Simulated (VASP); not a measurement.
# TiSi2: single point with PBEsol

TiSi2:

```
Ti Si
1.0
    -1.46704    1.69418    4.16699
     1.46704   -1.69418    4.16699
     1.46704    1.69418   -4.16699
Ti Si
1 2
Direct
  0.00000 0.00000 0.00000
  0.33039 0.33039 0.00000
  0.66961 0.66961 0.00000
```

```
Program                : VASP 6.6.1
Task                   : single point
Functional             : PBEsol
Potentials or basis    : VASP PAW PBE potentials, release 64 (Ti_sv, Si)
Cutoff                 : 520 eV
k mesh                 : 18 × 18 × 18
Occupations            : gaussian, width 0.15 eV
Spin                   : no spin polarisation
Dipole correction      : no
Further INCAR settings : ALGO = Normal; EDIFF = 1e-07; NBANDS = 17
```

```json
{
  "Pressure": "0.2 GPa",
  "Largest force": "0.007 eV/Å",
  "Band gap on the k mesh": "zero (bands 10 and 11 overlap by 2.45 eV)"
}
```

Forces on the atoms (eV/Å):
```
Ti   0.000  0.000  0.000
Si   0.000  0.000 -0.007
Si   0.000  0.000  0.007
```

Levels at points of the mesh, in eV from the Fermi level:
| k point | band 7 | band 8 | band 9 | band 10 | band 11 | band 12 | band 13 | band 14 |
| --- | --- | --- | --- | --- | --- | --- | --- | --- |
| (0.00, 0.00, 0.00) | -4.02 | -2.11 | -0.64 | 0.73 | 2.20 | 2.47 | 3.28 | 3.95 |
| (0.50, 0.00, 0.00) | -4.34 | -3.75 | -0.68 | 0.92 | 2.08 | 2.71 | 3.71 | 4.17 |
| (0.00, 0.50, 0.00) | -3.63 | -3.42 | -0.94 | -0.45 | 1.01 | 2.92 | 3.54 | 4.17 |
| (0.50, 0.50, 0.00) | -5.10 | -4.59 | -2.93 | -1.32 | -0.63 | 2.91 | 3.04 | 3.26 |
| (0.50, 0.50, 0.50) | -1.29 | -1.20 | -0.35 | 0.51 | 2.02 | 2.46 | 2.53 | 3.91 |

It took 8.3 min on 1 thread of Intel(R) Xeon(R) 6975P-C (Granite Rapids), with other jobs on the host, peak memory 0.65 GiB.

Caveat: the PAW data sets were made with another functional, which shifts forces and pressure a little.
